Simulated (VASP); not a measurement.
# MgO in VASP: a series of runs

MgO is run at these levels: HSE06, r2SCAN; tasks: single point.

Everything below comes from runs of VASP 6.6.1. Logs are shortened: lines on timing, memory, paths and dates and some standing lists are left out, and cuts for length are marked.

## (1) The cell of the first run

The structure is trigonal, space group R-3m (No. 166). The conventional cell has a = 2.973 Å, b = 2.973 Å, c = 7.546 Å, α = 90.00°, β = 90.00°, γ = 120.00°. Within 2.8 Å of Mg (site symmetry -3m) lie 6 O at 2.13 Å. Within 2.8 Å of O (site symmetry -3m) lie 6 Mg at 2.13 Å.

## (2) Single point, HSE06 (strain along [111] +3.6%)

POSCAR

```
MgO
1.0
    0.0507323070      2.1528997238      2.1528997238
    2.1528997238      0.0507323070      2.1528997238
    2.1528997238      2.1528997238      0.0507323070
Mg O
1 1
Direct
    0.0000000000      0.0000000000      0.0000000000
    0.5000000000      0.5000000000      0.5000000000
```

INCAR.step1

```
PREC     = Accurate       # precision mode
ENCUT    = 520            # plane-wave cutoff, eV
EDIFF    = 1E-5           # SCF threshold, eV
ISMEAR   = 0              # smearing method
SIGMA    = 0.01           # smearing width, eV
LREAL    = F              # projectors in reciprocal space
LASPH    = T              # aspherical terms in the spheres
NELM     = 60             # most SCF steps
ALGO     = Normal         # electronic algorithm
ISIF     = 2              # what is computed and relaxed
LWAVE    = T              # write WAVECAR
LCHARG   = F              # write CHGCAR
GGA      = PE             # functional
NBANDS   = 11             # bands
```

INCAR.step2

```
PREC     = Accurate       # precision mode
ENCUT    = 520            # plane-wave cutoff, eV
EDIFF    = 1E-6           # SCF threshold, eV
ISMEAR   = 0              # smearing method
SIGMA    = 0.01           # smearing width, eV
LREAL    = F              # projectors in reciprocal space
LASPH    = T              # aspherical terms in the spheres
NELM     = 60             # most SCF steps
ALGO     = Normal         # electronic algorithm
ISIF     = 2              # what is computed and relaxed
LWAVE    = F              # write WAVECAR
LCHARG   = F              # write CHGCAR
GGA      = PE             # functional
LHFCALC  = T              # exact exchange
HFSCREEN = 0.2079         # screening, 1/A
PRECFOCK = Normal       
ISTART   = 1            
NBANDS   = 11             # bands
```

KPOINTS

```
regular mesh
0
Gamma
  8 8 8
```

Potentials or basis: VASP PAW PBE potentials, release 64 (Mg, O).

The run is started by

```bash
> cat potpaw_PBE.64/Mg/POTCAR potpaw_PBE.64/O/POTCAR > POTCAR
> cp INCAR.step1 INCAR
> mpirun -np 1 vasp_std > vasp.out
> cp INCAR.step2 INCAR
> mpirun -np 1 vasp_std > vasp.out
```

OUTCAR:

```text
PREC = Accurate
   ENCUT = 520
   EDIFF = 1E-6
   ISMEAR = 0
   LREAL = F
   LASPH = T
   NELM = 60
   ISIF = 2
   GGA = PE
   LHFCALC = T
   HFSCREEN = 0.2079
   PRECFOCK = Normal
   ISTART = 1

 ion  position               nearest neighbor table
   1  0.000  0.000  0.000-   2 2.13   2 2.13   2 2.13   2 2.13   2 2.13   2 2.13
   2  0.500  0.500  0.500-   1 2.13   1 2.13   1 2.13   1 2.13   1 2.13   1 2.13

  LATTYP: Found a trigonal (rhomboedric) cell.
 ALAT       =     3.0450826275
 COS(alpha) =     0.5234193147

  Lattice vectors:

 A1 = (   0.0507323070,   2.1528997238,   2.1528997238)
 A2 = (   2.1528997238,   0.0507323070,   2.1528997238)
 A3 = (   2.1528997238,   2.1528997238,   0.0507323070)

Analysis of symmetry for initial positions (statically):
=====================================================================
 Subroutine PRICEL returns:
 Original cell was already a primitive cell.

 Routine SETGRP: Setting up the symmetry group for a
 trigonal (rhombohedral) supercell.

 Subroutine GETGRP returns: Found 12 space group operations
 (whereof 12 operations were pure point group operations)
 out of a pool of 12 trial point group operations.

The static configuration has the point symmetry D_3d.

Analysis of symmetry for dynamics (positions and initial velocities):
=====================================================================
 Subroutine PRICEL returns:
 Original cell was already a primitive cell.

 Routine SETGRP: Setting up the symmetry group for a
 trigonal (rhombohedral) supercell.

 Subroutine GETGRP returns: Found 12 space group operations
 (whereof 12 operations were pure point group operations)
 out of a pool of 12 trial point group operations.

The dynamic configuration has the point symmetry D_3d.

 Subroutine INISYM returns: Found 12 space group operations
 (whereof 12 operations are pure point group operations),
 and found     1 'primitive' translations

----------------------------------------------------------------------------------------

                                     Primitive cell

  volume of cell :      19.2520

  direct lattice vectors                    reciprocal lattice vectors
     0.050732307  2.152899724  2.152899724    -0.240619540  0.235079965  0.235079965
     2.152899724  0.050732307  2.152899724     0.235079965 -0.240619540  0.235079965
     2.152899724  2.152899724  0.050732307     0.235079965  0.235079965 -0.240619540

  length of vectors
     3.045082628  3.045082628  3.045082628     0.410393644  0.410393644  0.410393644

  position of ions in fractional coordinates (direct lattice)
     0.000000000  0.000000000  0.000000000
     0.500000000  0.500000000  0.500000000

  ion indices of the primitive-cell ions
   primitive index   ion index
                 1           1
                 2           2

----------------------------------------------------------------------------------------

 KPOINTS: regular mesh

Automatic generation of k-mesh.
 Grid dimensions read from file:
 generate k-points for:    8    8    8

 Generating k-lattice:

  Cartesian coordinates                     Fractional coordinates (reciprocal lattice)
    -0.030077442  0.029384996  0.029384996     0.125000000  0.000000000  0.000000000
     0.029384996 -0.030077442  0.029384996     0.000000000  0.125000000  0.000000000
     0.029384996  0.029384996 -0.030077442     0.000000000  0.000000000  0.125000000

  Length of vectors
     0.051299206  0.051299206  0.051299206

  Shift w.r.t. Gamma in fractional coordinates (k-lattice)
     0.000000000  0.000000000  0.000000000

 Subroutine IBZKPT returns following result:
 ===========================================

 Found     65 irreducible k-points:

 Following reciprocal coordinates:
            Coordinates               Weight
  0.000000  0.000000  0.000000      1.000000
  0.125000  0.000000  0.000000      6.000000
  0.250000  0.000000  0.000000      6.000000
  0.375000  0.000000  0.000000      6.000000
  0.500000  0.000000  0.000000      3.000000
  0.125000  0.125000 -0.000000      6.000000
[... 16 lines left out ...]
  0.250000  0.125000  0.125000      6.000000
  0.375000  0.125000  0.125000      6.000000
 [... further k-points ...]
   k-points           NKPTS =     65   k-points in BZ     NKDIM =    512   number of bands    NBANDS=     11
   number of dos      NEDOS =    301   number of ions     NIONS =      2
   total plane-waves  NPLWV =  13824
   dimension x,y,z NGX =    24 NGY =   24 NGZ =   24
   dimension x,y,z NGXF=    48 NGYF=   48 NGZF=   48
   ions per type =               1   1
   NGX,Y,Z   is equivalent  to a cutoff of  13.10, 13.10, 13.10 a.u.
   NGXF,Y,Z  is equivalent  to a cutoff of  26.21, 26.21, 26.21 a.u.
 SYSTEM =  unknown system
   PREC   = accura    normal or accurate (medium, high low for compatibility)
   ISTART =      1    job   : 0-new  1-cont  2-samecut
   ICHARG =      0    charge: 1-file 2-atom 10-const
   ISPIN  =      1    spin polarized calculation?
   LNONCOLLINEAR =      F non collinear calculations
   LSORBIT =      F    spin-orbit coupling
   LASPH  =      T    aspherical Exc in radial PAW
   ENCUT  =  520.0 eV  38.22 Ry    6.18 a.u.   5.66  5.66  5.66*2*pi/ulx,y,z
   NELM   =     60;   NELMIN=  2; NELMDL=  0     # of ELM steps
   EDIFF  = 0.1E-05   stopping-criterion for ELM
   LREAL  =      F    real-space projection
   EDIFFG = 0.1E-04   stopping-criterion for IOM
   NSW    =      0    number of steps for IOM
   IBRION =     -1    ionic relax: 0-MD 1-quasi-New 2-CG
   NFREE  =      0    steps in history (QN), initial steepest desc. (CG)
   ISIF   =      2    stress and relaxation
   ISYM   =      3    0-nonsym 1-usesym 2-fastsym
   POTIM  = 0.5000    time-step for ionic-motion
   TEBEG  =    0.0;   TEEND  =   0.0 temperature during run
   PSTRESS=    0.0 pullay stress
   NELECT =       8.0000    total number of electrons
   NUPDOWN=      -1.0000    fix difference up-down
   EMIN   =  10.00;   EMAX   =-10.00  energy-range for DOS
   EFERMI =   0.00;   METHOD = LEGACY
   ISMEAR =     0;   SIGMA  =   0.01  broadening in eV -4-tet -1-fermi 0-gaus
   EFERMI_NEDOS =   21; number of points for ismear=-14 and -15
   IALGO  =     38    algorithm
   IMIX   =      1    mixing-type and parameters
     AMIX     =   0.40;   BMIX     =  1.00
     AMIX_MAG =   1.60;   BMIX_MAG =  1.00
  volume/ion in A,a.u.               =       9.63        64.96
  Fermi-wavevector in a.u.,A,eV,Ry     =   1.221649  2.308581 20.305682  1.492426
  Thomas-Fermi vector in A             =   2.356824
   LORBIT       =      0    0 simple, 1 ext, 2 COOP (PROOUT), +10 PAW based schemes
   GGA     = PE    functional components
   LHFCALC =     T    Hartree Fock is set to
   PRECFOCK=normal    Normal, Fast or Accurate (Low or Medium for compatibility)
   ENCUT4O =  -1.0   cutoff for four orbital integrals eV
   NKREDX  =     1    reduce k-point grid by
   NKREDY  =     1    reduce k-point grid by
   NKREDZ  =     1    reduce k-point grid by
   AEXX    =    0.2500 exact exchange contribution
   HFSCREEN=    0.2079 screening length (either q_TF or 0.3 A-1)
   HFSCREENC=   0.2079 screening length for correlation (either q_TF or 0.3 A-1)
   ENCUTFOCK=  -1.0 apply spherical cutoff to Coloumb kernel
   IVDW    =     0    specifies the selected vdW correction
   LEPSILON=     F    determine dielectric tensor
   LRPA    =     F    only Hartree local field effects (RPA)
 non-spin polarized calculation
 Gauss-broadening in eV      SIGMA  =   0.01
  energy-cutoff  :      520.00
  volume of cell :       19.25
 maximum number of plane-waves:       540
  NGX = 18; NGY = 18; NGZ = 18

 number of electron       8.0000003 magnetization

 Free energy of the ion-electron system (eV)
  ---------------------------------------------------
  ext. energy  EPLUGINS =         0.00000000
  ---------------------------------------------------
  free energy    TOTEN  =       -14.18071670 eV

  energy without entropy =      -14.18071670  energy(sigma->0) =      -14.18071670

 E-fermi :   1.9479     XC(G=0):  -8.9869

 val. band max:        1.8276228660   @ k =   0.0000   0.0000   0.0000
 cond. band min:       7.8353213228   @ k =   0.0000   0.0000   0.0000
 fundamental gap:      6.0076984568
 Fermi energy:         1.9478819227

 k-point     1 :       0.0000    0.0000    0.0000
  band No.  band energies     occupation
      1     -16.9327      2.00000
      2       1.5610      2.00000
      3       1.8276      2.00000
      4       1.8276      2.00000
      5       7.8353      0.00000
      6      18.6446      0.00000
      7      19.6424      0.00000
      8      19.6424      0.00000
      9      23.1029      0.00000
     10      25.0594      0.00000
     11      25.0594      0.00000

 k-point     2 :       0.1250    0.0000    0.0000
  band No.  band energies     occupation
      1     -16.7661      2.00000
      2       0.8265      2.00000
      3       1.4903      2.00000
      4       1.7132      2.00000
      5       8.7663      0.00000
      6      17.7003      0.00000
      7      19.1684      0.00000
      8      19.9744      0.00000
      9      23.8199      0.00000
     10      24.1487      0.00000
     11      25.3075      0.00000

 k-point     3 :       0.2500    0.0000    0.0000
  band No.  band energies     occupation
      1     -16.3347      2.00000
      2      -0.9538      2.00000
      3       1.2416      2.00000
      4       1.4496      2.00000
      5      10.2829      0.00000
      6      16.1540      0.00000
      7      19.7167      0.00000
      8      20.2948      0.00000
      9      23.2493      0.00000
     10      24.0026      0.00000
     11      25.3419      0.00000

 k-point     4 :       0.3750    0.0000    0.0000
  band No.  band energies     occupation
      1     -15.8519      2.00000
      2      -2.4367      2.00000
      3       1.0131      2.00000
      4       1.2014      2.00000
      5      11.0100      0.00000
      6      16.0478      0.00000
      7      19.5392      0.00000
      8      19.9815      0.00000
      9      24.3772      0.00000
     10      24.6982      0.00000
     11      25.5527      0.00000
[... 239 lines left out ...]
 k-point    22 :       0.1250    0.1250    0.1250
  band No.  band energies     occupation
      1     -16.7805      2.00000
      2       0.6057      2.00000
      3       1.7318      2.00000
      4       1.7318      2.00000
      5       8.7742      0.00000
      6      17.2289      0.00000
      7      20.0042      0.00000
      8      20.0042      0.00000
      9      24.1505      0.00000
     10      24.1505      0.00000
     11      25.3121      0.00000

 k-point    23 :       0.2500    0.1250    0.1250
  band No.  band energies     occupation
      1     -16.5349      2.00000
      2      -0.2290      2.00000
      3       1.1810      2.00000
      4       1.6385      2.00000
      5       9.9184      0.00000
      6      16.2789      0.00000
      7      19.7138      0.00000
      8      20.6583      0.00000
      9      22.5648      0.00000
     10      24.2157      0.00000
     11      27.1205      0.00000

 k-point    24 :       0.3750    0.1250    0.1250
  band No.  band energies     occupation
      1     -16.0893      2.00000
      2      -1.4954      2.00000
      3       0.5838      2.00000
      4       1.3793      2.00000
      5      11.2839      0.00000
      6      15.6974      0.00000
      7      18.9197      0.00000
      8      20.7563      0.00000
      9      23.0941      0.00000
     10      24.5435      0.00000
     11      26.9417      0.00000

 [... further k-points ...]

------------------------ aborting loop because EDIFF is reached ----------------------------------------

  FORCE on cell =-STRESS in cart. coord.  units (eV):
  Direction    XX          YY          ZZ          XY          YZ          ZX
  --------------------------------------------------------------------------------------
  -------------------------------------------------------------------------------------
  Total       -0.7414130     -0.7414130     -0.7414130     -0.4489447     -0.4489447     -0.4489447
  in kB      -61.7014359    -61.7014359    -61.7014359    -37.3618155    -37.3618155    -37.3618155
  external PRESSURE =     -61.7014359 kB  Pullay stress =       0.0000000 kB

 VOLUME and BASIS-vectors are now :
 -----------------------------------------------------------------------------
  energy-cutoff  :      520.00
  volume of cell :       19.25
      direct lattice vectors                 reciprocal lattice vectors
     0.050732307  2.152899724  2.152899724    -0.240619540  0.235079965  0.235079965
     2.152899724  0.050732307  2.152899724     0.235079965 -0.240619540  0.235079965
     2.152899724  2.152899724  0.050732307     0.235079965  0.235079965 -0.240619540

 POSITION                                       TOTAL-FORCE (eV/Angst)
 -----------------------------------------------------------------------------------
      0.00000      0.00000      0.00000         0.000000     -0.000000      0.000000
      2.17827      2.17827      2.17827        -0.000000      0.000000     -0.000000
 -----------------------------------------------------------------------------------
    total drift:                                0.000134      0.000112      0.000133

  FREE ENERGIE OF THE ION-ELECTRON SYSTEM (eV)
  ---------------------------------------------------
  free  energy   TOTEN  =       -14.1807166973 eV

  energy  without entropy=      -14.1807166973  energy(sigma->0) =      -14.18071670
```

Run time: 56 min. Hardware: 1 thread of AMD EPYC 7R13 (Zen 3), shared host; peak memory 0.24 GiB.

What came out:

```
Free energy            : -14.1807 eV
Pressure               : -6.2 GPa
Band gap on the k mesh : 6.01 eV
```

Stress tensor (GPa, compression positive):
```
-6.17 -3.74 -3.74
-3.74 -6.17 -3.74
-3.74 -3.74 -6.17
```

Levels at points of the mesh, in eV from the valence-band top:
```
           k point  band 1  band 2  band 3  band 4  band 5  band 6  band 7  band 8
(0.00, 0.00, 0.00)  -18.76   -0.27    0.00    0.00    6.01   16.82   17.81   17.81
(0.50, 0.00, 0.00)  -17.46   -4.84   -0.91   -0.72    9.27   14.51   17.52   17.96
(0.50, 0.50, 0.00)  -17.22   -4.34   -1.65   -1.37   10.60   11.51   14.89   20.59
(0.50, 0.50, 0.50)  -17.58   -5.01   -0.61   -0.61    9.61   14.00   18.41   18.41
```

Caveat: the cell differs from its parent crystal (strain along [111] +3.6%); the cell stands under tension; the PAW data sets were made with another functional, which shifts forces and pressure a little.

## (3) Single point, r2SCAN (uniaxial x strain +2.7%)

POSCAR

```
MgO
1.0
    0.0000000000      2.1021674168      2.1021674168
    2.1580850701      0.0000000000      2.1021674168
    2.1580850701      2.1021674168      0.0000000000
Mg O
1 1
Direct
    0.0000000000      0.0000000000      0.0000000000
    0.5000000000      0.5000000000      0.5000000000
```

INCAR.step1

```
SYSTEM = MgO
PREC = Accurate
ENCUT = 750
ISMEAR = 0
SIGMA = 0.01
LREAL = .False.
LASPH = .True.
NELM = 120
NBANDS = 15
GGA = PE
ALGO = Normal
EDIFF = 1E-5
LWAVE = .True.
LCHARG = .False.
GGA_COMPAT = .False.
```

INCAR.step2

```
SYSTEM = MgO
PREC = Accurate
ENCUT = 750
EDIFF = 1E-6
ISMEAR = 0
SIGMA = 0.01
LREAL = .False.
LASPH = .True.
NELM = 120
ALGO = Normal
ISIF = 2
LWAVE = .False.
LCHARG = .False.
METAGGA = R2SCAN
LMIXTAU = .True.
NBANDS = 15
ISTART = 1
GGA_COMPAT = .False.
```

KPOINTS

```
regular mesh
0
Gamma
  10 10 10
  0 0 0
```

Potentials or basis: VASP PAW PBE potentials, release 64 (Mg_sv, O).

The run is started by

```bash
> cat potpaw_PBE.64/Mg_sv/POTCAR potpaw_PBE.64/O/POTCAR > POTCAR
> cp INCAR.step1 INCAR
> mpirun -np 1 vasp_std > vasp.out
> cp INCAR.step2 INCAR
> mpirun -np 1 vasp_std > vasp.out
```

It took 3.1 min on 1 thread of Intel Xeon Platinum 8488C (Sapphire Rapids), shared host; peak memory 0.19 GiB.

The run converged. Its results:

```
Free energy            : -16.1546 eV
Pressure               : -3.9 GPa
Band gap on the k mesh : 5.40 eV
```

Stress tensor (GPa, compression positive):
```
-7.04  0.00  0.00
 0.00 -2.37  0.00
 0.00  0.00 -2.37
```

Levels at points of the mesh, in eV from the valence-band top:
| k point | band 4 | band 5 | band 6 | band 7 | band 8 | band 9 | band 10 | band 11 | band 12 | band 13 |
| --- | --- | --- | --- | --- | --- | --- | --- | --- | --- | --- |
| (0.00, 0.00, 0.00) | -40.17 | -18.12 | -0.05 | -0.05 | 0.00 | 5.40 | 16.53 | 16.80 | 16.80 | 20.76 |
| (0.50, 0.00, 0.00) | -40.17 | -16.90 | -4.54 | -0.72 | -0.66 | 8.65 | 13.56 | 16.98 | 17.56 | 22.14 |
| (0.50, 0.50, 0.00) | -40.20 | -16.67 | -3.99 | -1.49 | -1.33 | 9.89 | 10.89 | 14.16 | 19.74 | 20.26 |
| (0.00, 0.50, 0.50) | -40.19 | -16.74 | -4.08 | -1.30 | -1.30 | 10.16 | 10.93 | 13.81 | 20.31 | 20.31 |

Caveat: the cell differs from its parent crystal (uniaxial x strain +2.7%); the cell stands under tension; the PAW data sets were made with another functional, which shifts forces and pressure a little.
